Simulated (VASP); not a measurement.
Te2S3, 5 atoms in the cell. Symmetry: R-3m, No. 166, trigonal system. The conventional cell has a = 4.024 Å, b = 4.024 Å, c = 27.978 Å, α = 90.00°, β = 90.00°, γ = 120.00°. Te (site symmetry 3m) has 6 S at 2.82 to 2.98 Å within 3.7 Å. Within 3.9 Å of S (site symmetry -3m) lie 6 Te at 2.98 Å. Within 3.7 Å of S (site symmetry 3m) lie 3 Te at 2.82 Å and 3 S at 3.34 Å. 

| Quantity | Value |
| --- | --- |
| Program | VASP 6.6.1 |
| Task | single point |
| Functional | r2SCAN |
| Potentials or basis | VASP PAW PBE potentials, release 64 (Te, S) |
| Cutoff | 520 eV |
| k mesh | 6 × 6 × 6 |
| Occupations | gaussian, width 0.1 eV |
| Spin | no spin polarisation |
| Dipole correction | no |
| Further INCAR settings | ALGO = Normal; EDIFF = 1e-06; NBANDS = 23 |

Potentials or basis: VASP PAW PBE potentials, release 64 (Te, S).

Launch:

```bash
$ cat potpaw_PBE.64/Te/POTCAR potpaw_PBE.64/S/POTCAR > POTCAR
$ cp INCAR.step1 INCAR
$ mpirun -np 1 vasp_std > vasp.out
$ cp INCAR.step2 INCAR
$ mpirun -np 1 vasp_std > vasp.out
```

Hardware: 1 thread of Intel(R) Xeon(R) Platinum 8259CL CPU @ 2.50GHz (Skylake/Cascade Lake), with other jobs on the host.

Estimate the wall time of this run.

It took 32 min on 1 thread of Intel(R) Xeon(R) Platinum 8259CL CPU @ 2.50GHz (Skylake/Cascade Lake) (shared host), peak memory 0.86 GiB. Counts: k points 32.
